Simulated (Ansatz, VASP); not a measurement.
Hf in VASP and in Ansatz

```
CELL_PARAMETERS angstrom
3.28778 0.00000 0.00000
-1.64389 2.84730 0.00000
0.00000 0.00000 5.20567
ATOMIC_POSITIONS crystal
Hf 0.33333 0.66667 0.25000
Hf 0.66667 0.33333 0.75000
```

Alike in both runs: task single point; functional PBE; k mesh 19 × 19 × 10; occupations fermi-dirac, width 0.1 eV; no spin polarisation.

```csv
,VASP,Ansatz
version,VASP 6.6.1,Ansatz 0.2.0
potentials or method,"VASP PAW PBE potentials, release 64 (Hf_pv), cutoff 520 eV","plane waves (420 eV) with PAW, scalar-relativistic"
valence electrons in the cell,20,52
```

```csv
,VASP,Ansatz,Ansatz less VASP
pressure (GPa),-7.7,-7.2,+0.42
"traceless stress, the component that is largest in VASP (GPa)",-0.21,-0.16,+0.052
```

VASP's potentials hold 20 valence electrons a cell and Ansatz's 52, so a difference there can come from the potentials and not from the codes.

Spin-orbit coupling is off throughout.
